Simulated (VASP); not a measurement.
Write the native input for VASP 6.6.1 that does the following.

| Quantity | Value |
| --- | --- |
| Task | single point |
| Functional | PBEsol |
| Potentials or basis | VASP PAW PBE potentials, release 64 (Pb_d, I) |
| Cutoff | 500 eV |
| k mesh | 6 × 6 × 4 |
| Occupations | fermi-dirac, width 0.05 eV |
| Spin | no spin polarisation |
| Dipole correction | no |
| Further INCAR settings | ALGO = Normal; EDIFF = 1e-06; NBANDS = 21 |

The structure of PbI2 lies in POSCAR:

```
PbI2
1.0
    4.5640816926      0.0000000000      0.0000000000
   -2.2820408463      3.9526106907      0.0000000000
    0.0000000000      0.0000000000      7.0475121411
Pb I
1 2
Direct
    0.0000000000      0.0000000000      0.0000000000
    0.3333333333      0.6666666667      0.2667068022
    0.6666666667      0.3333333333      0.7332931978
```

One way to write it, as run:

INCAR

```
SYSTEM = PbI2
PREC     = Accurate       ! precision mode
ENCUT    = 500            ! plane-wave cutoff, eV
EDIFF    = 1E-6           ! SCF threshold, eV
ISMEAR   = -1             ! smearing method
SIGMA    = 0.05           ! smearing width, eV
LREAL    = .False.        ! projectors in reciprocal space
LASPH    = .True.         ! aspherical terms in the spheres
NELM     = 120            ! most SCF steps
ALGO     = Normal         ! electronic algorithm
ISIF     = 2              ! what is computed and relaxed
LWAVE    = .False.        ! write WAVECAR
LCHARG   = .False.        ! write CHGCAR
GGA      = PS             ! functional
NBANDS   = 21             ! bands
GGA_COMPAT= .False.
```

KPOINTS

```
regular mesh
0
Gamma
  6 6 4
  0 0 0
```

Potentials or basis: VASP PAW PBE potentials, release 64 (Pb_d, I).

Run with:

```bash
$ cat potpaw_PBE.64/Pb_d/POTCAR potpaw_PBE.64/I/POTCAR > POTCAR
$ mpirun -np 1 vasp_std > vasp.out
```

It gave:

- Pressure: -0.5 GPa
- Largest force: 0.110 eV/Å
- Band gap on the k mesh: 2.13 eV

Caveat: the PAW data sets were made with another functional, which shifts forces and pressure a little; spin-orbit coupling is left out, which moves the levels of the heavy elements; this functional lacks dispersion, which binds the layers, so the pressure and a relaxed spacing across them are unreliable.

Run time: 120 s on 1 thread of Intel Xeon 8259CL, with other jobs on the host, peak memory 0.27 GiB.
